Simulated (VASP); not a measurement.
Runs of VASP 6.6.1 on TlSn. The structure is that of space group P4/mmm (No. 123), or close to it. The cells are those of the table. 

```csv
task,cell,cutoff (eV),gap on the mesh (eV),pressure (GPa)
single point,"a = 3.286, b = 3.286, c = 5.030 Å, 2 atoms",520,none,-0.9
relaxation of shape and atoms at fixed volume,"relaxed from a = 3.289, b = 3.289, c = 5.020 Å, 2 atoms",600,none,-0.8
single point,"a = 3.247, b = 3.247, c = 4.950 Å, 2 atoms",520,none,(a)
relaxation of shape and atoms at fixed volume,"relaxed from a = 3.246, b = 3.246, c = 4.954 Å, 2 atoms",600,none,1.2
```

Alike in all rows: level LDA; potentials or basis VASP PAW LDA potentials, release 64 (Tl_d, Sn_d); no spin polarisation; k mesh 12 × 12 × 10; smearing fermi-dirac 0.15 eV.

Question: Estimate the missing entries.

Answer: (a) 1.1.

Caveats: spin-orbit coupling is left out, which moves the levels of the heavy elements.

A k mesh can miss the band edges, and the runs leave out spin-orbit coupling on Sn, Tl.

A gap of «none» marks levels without a gap at the run's occupations.
